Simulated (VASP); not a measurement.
Input of a VASP 6.6.1 run:

The input INCAR:

```
PREC = Accurate
ENCUT = 520
EDIFF = 1E-6
ISMEAR = -1
SIGMA = 0.05
LREAL = F
LASPH = T
NELM = 80
ALGO = Normal
ISIF = 2
LWAVE = F
LCHARG = F
GGA = CA
NBANDS = 11
```

KPOINTS

```
regular mesh
0
Gamma
  4 4 4
```

POSCAR

```
Ba
1.0
    3.9177175405      0.0000000000      0.0000000000
    0.0000000000      3.9177175405      0.0000000000
    0.0000000000      0.0000000000      3.9177175405
Ba
1
Direct
    0.0000000000      0.0000000000      0.0000000000
```

Potentials or basis: VASP PAW LDA potentials, release 64 (Ba_sv).

The run is started by

```console
$ cat potpaw_LDA.64/Ba_sv/POTCAR > POTCAR
$ mpirun -np 1 vasp_std > vasp.out
```

(1) Predict the band gap on the k mesh.

(2) Estimate the pressure.

## Answers

(1) zero (filled and empty bands touch).

(2) -1.5 GPa.

Caveat: the k points lie up to 0.40 Å⁻¹ apart; spin-orbit coupling is left out, which moves the levels of the heavy elements.
